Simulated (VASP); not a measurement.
Set up this calculation in VASP 6.6.1, as the native input.

```yaml
Task: single point
Functional: LDA
Potentials_or_basis: VASP PAW LDA potentials, release 64 (Li_sv, Rh_pv)
Cutoff: 520 eV
k_mesh: 7 × 7 × 7
Occupations: fermi-dirac, width 0.1 eV
Spin: no spin polarisation
Dipole_correction: no
Further_INCAR_settings: ALGO = Normal; EDIFF = 1e-06; NBANDS = 20
```

The structure of Li3Rh lies in POSCAR:

```
Li3Rh
1.0
    0.0000000000      3.0011560191      3.0011560191
    3.0011560191      0.0000000000      3.0011560191
    3.0011560191      3.0011560191      0.0000000000
Li Rh
3 1
Direct
    0.2500000000      0.2500000000      0.2500000000
    0.7500000000      0.7500000000      0.7500000000
    0.5000000000      0.5000000000      0.5000000000
    0.0000000000      0.0000000000      0.0000000000
```

These files were run (other wordings do the same):

INCAR

```
SYSTEM = Li3Rh
PREC = Accurate ; ENCUT = 520
EDIFF = 1E-6 ; ISMEAR = -1
SIGMA = 0.1 ; LREAL = .FALSE.
LASPH = .TRUE. ; NELM = 80
ALGO = Normal ; ISIF = 2
LWAVE = .FALSE. ; LCHARG = .FALSE.
NBANDS = 20
```

KPOINTS

```
regular mesh
0
G
  7 7 7
  0 0 0
```

Potentials or basis: VASP PAW LDA potentials, release 64 (Li_sv, Rh_pv).

Launch:

```console
$ cat potpaw_LDA.64/Li_sv/POTCAR potpaw_LDA.64/Rh_pv/POTCAR > POTCAR
$ mpirun -np 1 vasp_std > vasp.out
```

Run time: 26 s on 1 thread of Intel Xeon 8259CL, with other jobs on the host, peak memory 0.16 GiB.
